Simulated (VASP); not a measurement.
Sr3Mg:

```xyz
4
Lattice="0.0000 4.4450 4.4450 4.4450 0.0000 4.4450 4.4450 4.4450 0.0000" Properties=species:S:1:pos:R:3 pbc="T T T"
Mg    0.0000    0.0000    0.0000
Sr    4.4450    4.4450    4.4450
Sr    2.2225    2.2225    2.2225
Sr    6.6675    6.6675    6.6675
```

| Property | Result |
| --- | --- |
| Program | VASP 6.6.1 |
| Task | relaxation of cell and atoms |
| Functional | PBEsol |
| Potentials or basis | VASP PAW PBE potentials, release 64 (Mg, Sr_sv) |
| Cutoff | 600 eV |
| k mesh | 5 × 5 × 5 |
| Occupations | fermi-dirac, width 0.1 eV |
| Spin | no spin polarisation |

At the start: pressure -0.5 GPa; volume 43.91 Å³/atom.

**Question.** How do energy, volume and symmetry change on relaxing?

**Answer.** Over 3 steps the energy falls by 2.9 meV/atom and the volume is 42.27 Å³/atom (-3.7 %); space group Fm-3m (No. 225, to 0.1 Å) before and after.

Step by step:
| step | energy change (eV) | largest force (eV/Å) | pressure (GPa) | volume (Å³) |
| --- | --- | --- | --- | --- |
| 1 | 0.0000 | 0.0000 | -0.54 | 175.65 |
| 2 | -0.0093 | 0.0000 | -0.25 | 171.90 |
| 3 | -0.0116 | 0.0000 | -0.01 | 169.09 |

Final structure:
```
Mg Sr
1.0
     0.00000    4.38895    4.38895
     4.38895    0.00000    4.38895
     4.38895    4.38895    0.00000
Mg Sr
1 3
Direct
  0.00000 0.00000 0.00000
  0.50000 0.50000 0.50000
  0.25000 0.25000 0.25000
  0.75000 0.75000 0.75000
```

Caveat: the PAW data sets were made with another functional, which shifts forces and pressure a little.
